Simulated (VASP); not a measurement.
# BaCo (P-6m2) in VASP: single point with PBE

Aim: the single point of BaCo with PBE.

Program: VASP 6.6.1. These are calculated values, not measurements. Logs are shortened: lines on timing, memory, paths and dates and some standing lists are left out, and cuts for length are marked.

## 1. The cell of the first run

The structure is hexagonal, space group P-6m2 (No. 187). Conventional cell: a = 3.229 Å, b = 3.229 Å, c = 5.273 Å, α = 90.00°, β = 90.00°, γ = 120.00°. Ba (site symmetry -6m2) has 6 Co at 3.23 Å and 6 Ba at 3.23 Å within 4.2 Å. Within 4.2 Å of Co (site symmetry -6m2) lie 6 Ba at 3.23 Å and 6 Co at 3.23 Å.

## 2. Single point, PBE

INCAR reads:

```
PREC = Accurate
ENCUT = 600
EDIFF = 1E-6
ISMEAR = -1
SIGMA = 0.1
LREAL = F
LASPH = T
NELM = 120
ALGO = Normal
ISIF = 2
LWAVE = F
LCHARG = T
GGA = PE
LELF = T
LVHAR = T
NBANDS = 16
GGA_COMPAT = F
```

KPOINTS reads:

```
Automatic mesh
0
Gamma
  7 7 4
```

POSCAR reads:

```
BaCo
1.0
    0.4730181863      1.4219386610      2.8603200957
    0.3056857406     -3.2022639313     -0.2813375448
    5.1150435988      0.5882881167     -1.1383405193
Ba Co
1 1
Direct
    0.0000000000      0.0000000000      0.0000000000
    0.3333330000      0.6666670000      0.5000000000
```

Potentials or basis: VASP PAW PBE potentials, release 64 (Ba_sv, Co).

Launch:

```
> cat potpaw_PBE.64/Ba_sv/POTCAR potpaw_PBE.64/Co/POTCAR > POTCAR
> mpirun -np 1 vasp_std > vasp.out
```

OUTCAR:

```text
PREC = Accurate
   ENCUT = 600
   EDIFF = 1E-6
   ISMEAR = -1
   LREAL = F
   LASPH = T
   NELM = 120
   ISIF = 2
   GGA = PE

 ion  position               nearest neighbor table
   1  0.000  0.000  0.000-   2 3.23   2 3.23   2 3.23   2 3.23   2 3.23   2 3.23
   2  0.333  0.667  0.500-   1 3.23   1 3.23   1 3.23   1 3.23   1 3.23   1 3.23

  LATTYP: Found a hexagonal cell.
 ALAT       =     3.2291000000
 C/A-ratio  =     1.6329934037

  Lattice vectors:

 A1 = (   0.4730181863,   1.4219386610,   2.8603200957)
 A2 = (   0.3056857406,  -3.2022639313,  -0.2813375448)
 A3 = (   5.1150435988,   0.5882881167,  -1.1383405193)

Analysis of symmetry for initial positions (statically):
=====================================================================
 Subroutine PRICEL returns:
 Original cell was already a primitive cell.

 Routine SETGRP: Setting up the symmetry group for a
 hexagonal supercell.

 Subroutine GETGRP returns: Found 12 space group operations
 (whereof 12 operations were pure point group operations)
 out of a pool of 24 trial point group operations.

The static configuration has the point symmetry D_3h.

Analysis of symmetry for dynamics (positions and initial velocities):
=====================================================================
 Subroutine PRICEL returns:
 Original cell was already a primitive cell.

 Routine SETGRP: Setting up the symmetry group for a
 hexagonal supercell.

 Subroutine GETGRP returns: Found 12 space group operations
 (whereof 12 operations were pure point group operations)
 out of a pool of 24 trial point group operations.

The dynamic configuration has the point symmetry D_3h.

 Subroutine INISYM returns: Found 12 space group operations
 (whereof 12 operations are pure point group operations),
 and found     1 'primitive' translations

----------------------------------------------------------------------------------------

                                     Primitive cell

  volume of cell :      47.6167

  direct lattice vectors                    reciprocal lattice vectors
     0.473018186  1.421938661  2.860320096     0.080030149 -0.022913780  0.347767466
     0.305685741 -3.202263931 -0.281337545     0.069331566 -0.318566952  0.146902290
     5.115043599  0.588288117 -1.138340519     0.183957496  0.021157202 -0.040939294
[... 79 lines left out ...]
   LSORBIT =      F    spin-orbit coupling
   LASPH  =      T    aspherical Exc in radial PAW
   ENCUT  =  600.0 eV  44.10 Ry    6.64 a.u.   6.45  6.45 10.53*2*pi/ulx,y,z
   NELM   =    120;   NELMIN=  2; NELMDL= -5     # of ELM steps
   EDIFF  = 0.1E-05   stopping-criterion for ELM
   LREAL  =      F    real-space projection
   EDIFFG = 0.1E-04   stopping-criterion for IOM
   NSW    =      0    number of steps for IOM
   IBRION =     -1    ionic relax: 0-MD 1-quasi-New 2-CG
   NFREE  =      0    steps in history (QN), initial steepest desc. (CG)
   ISIF   =      2    stress and relaxation
   ISYM   =      2    0-nonsym 1-usesym 2-fastsym
   POTIM  = 0.5000    time-step for ionic-motion
   TEBEG  =    0.0;   TEEND  =   0.0 temperature during run
   PSTRESS=    0.0 pullay stress
   NELECT =      19.0000    total number of electrons
   NUPDOWN=      -1.0000    fix difference up-down
   EMIN   =  10.00;   EMAX   =-10.00  energy-range for DOS
   EFERMI =   0.00;   METHOD = LEGACY
   ISMEAR =    -1;   SIGMA  =   0.10  broadening in eV -4-tet -1-fermi 0-gaus
   EFERMI_NEDOS =   21; number of points for ismear=-14 and -15
   IALGO  =     38    algorithm
   IMIX   =      4    mixing-type and parameters
     AMIX     =   0.40;   BMIX     =  1.00
     AMIX_MAG =   1.60;   BMIX_MAG =  1.00
  volume/ion in A,a.u.               =      23.81       160.67
  Fermi-wavevector in a.u.,A,eV,Ry     =   1.205238  2.277570 19.763806  1.452599
  Thomas-Fermi vector in A             =   2.340940
   LORBIT       =      0    0 simple, 1 ext, 2 COOP (PROOUT), +10 PAW based schemes
   GGA     = PE    functional components
   LHFCALC =     F    Hartree Fock is set to
   AEXX    =    0.0000 exact exchange contribution
   IVDW    =     0    specifies the selected vdW correction
   LEPSILON=     F    determine dielectric tensor
   LRPA    =     F    only Hartree local field effects (RPA)
 non-spin polarized calculation
  energy-cutoff  :      600.00
  volume of cell :       47.62
 maximum number of plane-waves:      1617
 NGX is ok and might be reduce to    28
   NGX = 13   NGY = 13   NGZ = 21

 number of electron      18.9999999 magnetization

 Free energy of the ion-electron system (eV)
  ---------------------------------------------------
  ext. energy  EPLUGINS =         0.00000000
  ---------------------------------------------------
  free energy    TOTEN  =        -6.16761263 eV

  energy without entropy =       -6.04013991  energy(sigma->0) =       -6.10387627

 E-fermi :   4.8619     XC(G=0): -10.3917

 val. band max:        4.6936317148   @ k =   0.4286  -0.0000   0.0000
 cond. band min:       4.9036748996   @ k =   0.2857   0.0000   0.2500
 fundamental gap:      0.2100431848
 Fermi energy:         4.8619227505

 k-point     1 :       0.0000    0.0000    0.0000
  band No.  band energies     occupation
      1     -24.0223      2.00000
      2      -9.0524      2.00000
      3      -6.7764      2.00000
      4      -6.7764      2.00000
      5       0.4537      2.00000
      6       3.6434      1.99999
[... 433 lines left out ...]
      3      -9.4431      2.00000
      4      -8.0195      2.00000
      5       2.9094      2.00000
      6       3.7849      1.99996
[... 8 lines left out ...]
     15      10.2197      0.00000
     16      12.6079      0.00000

------------------------ aborting loop because EDIFF is reached ----------------------------------------

  FORCE on cell =-STRESS in cart. coord.  units (eV):
  Direction    XX          YY          ZZ          XY          YZ          ZX
  --------------------------------------------------------------------------------------
  -------------------------------------------------------------------------------------
  Total       -2.1908997      2.2268454      2.0643321     -0.5149018      0.1145899      0.9963375
  in kB      -73.7179876     74.9274672     69.4593233    -17.3250870      3.8556478     33.5241270
  external PRESSURE =      23.5562676 kB  Pullay stress =       0.0000000 kB

 VOLUME and BASIS-vectors are now :
 -----------------------------------------------------------------------------
  energy-cutoff  :      600.00
  volume of cell :       47.62
      direct lattice vectors                 reciprocal lattice vectors
     0.473018186  1.421938661  2.860320096     0.080030149 -0.022913780  0.347767466
     0.305685741 -3.202263931 -0.281337545     0.069331566 -0.318566952  0.146902290
     5.115043599  0.588288117 -1.138340519     0.183957496  0.021157202 -0.040939294

 POSITION                                       TOTAL-FORCE (eV/Angst)
 -----------------------------------------------------------------------------------
      0.00000      0.00000      0.00000        -0.000000      0.000000      0.000000
      2.91898     -1.36672      0.19671         0.000000     -0.000000     -0.000000
 -----------------------------------------------------------------------------------
    total drift:                                0.000004      0.000124      0.000083

  FREE ENERGIE OF THE ION-ELECTRON SYSTEM (eV)
  ---------------------------------------------------
  free  energy   TOTEN  =        -6.1676126255 eV

  energy  without entropy=       -6.0401399144  energy(sigma->0) =       -6.10387627
```

Wall time 15 s (1 thread of Intel Xeon 6975P-C (Granite Rapids), shared host); peak memory 0.18 GiB.

What came out:

```yaml
Free_energy: -6.1676 eV
Pressure: 2.4 GPa
Band_gap_on_the_k_mesh: zero (an odd number of electrons rules out a gap without spin polarisation)
```

Caveat: spin-orbit coupling is left out, which moves the levels of the heavy elements; the run has no spin polarisation, though such a crystal can be magnetic.
